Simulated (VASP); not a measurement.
SiO2: single point with LDA

SiO2:

```xyz
6
Lattice="4.3658 0.0000 0.0000 0.0000 4.3658 0.0000 0.0000 0.0000 2.7963" Properties=species:S:1:pos:R:3 pbc="T T T"
Si    2.1829    2.1829    1.3981
Si    0.0000    0.0000    0.0000
O     3.0317    3.0317    0.0000
O     0.8488    3.5170    1.3981
O     1.3341    1.3341    0.0000
O     3.5170    0.8488    1.3981
```

This cell differs from its parent crystal: volume 8.883 Å^3 an atom, c/a of the conventional cell 0.6405.

```
Program                : VASP 6.6.1
Task                   : single point
Functional             : LDA
Potentials or basis    : VASP PAW LDA potentials, release 64 (Si, O)
Cutoff                 : 520 eV
k mesh                 : 6 × 6 × 10
Occupations            : gaussian, width 0.05 eV
Spin                   : no spin polarisation
Dipole correction      : no
Further INCAR settings : ALGO = Normal; EDIFF = 1e-07; NBANDS = 25
```

- Pressure: -35.9 GPa
- Largest force: 0.782 eV/Å
- Band gap on the k mesh: 3.31 eV, direct

Forces on the atoms (eV/Å):
```
Si   0.000  0.000  0.000
Si   0.000  0.000  0.000
O   -0.553 -0.553  0.000
O   -0.553  0.553  0.000
O    0.553  0.553  0.000
O    0.553 -0.553  0.000
```

Stress tensor (GPa, compression positive):
```
-33.56   0.00   0.00
  0.00 -33.56   0.00
  0.00   0.00 -40.64
```

Levels at points of the mesh, in eV from the valence-band top:
| k point | band 14 | band 15 | band 16 | band 17 | band 18 | band 19 |
| --- | --- | --- | --- | --- | --- | --- |
| (0.00, 0.00, 0.00) | -0.82 | -0.82 | 0.00 | 3.31 | 5.80 | 7.15 |
| (0.50, 0.00, 0.00) | -2.46 | -0.94 | -0.94 | 5.81 | 5.81 | 7.81 |
| (0.50, 0.50, 0.00) | -2.46 | -1.90 | -1.90 | 5.66 | 5.66 | 8.58 |
| (0.00, 0.00, 0.50) | -2.58 | -2.27 | -2.27 | 7.11 | 7.11 | 11.01 |
| (0.50, 0.00, 0.50) | -2.02 | -1.49 | -1.49 | 7.05 | 7.05 | 8.27 |
| (0.50, 0.50, 0.50) | -1.54 | -1.31 | -1.31 | 5.42 | 5.42 | 9.73 |

Run time: 25 s on 1 thread of Intel(R) Xeon(R) 6975P-C (Granite Rapids), on a shared host, peak memory 0.17 GiB.
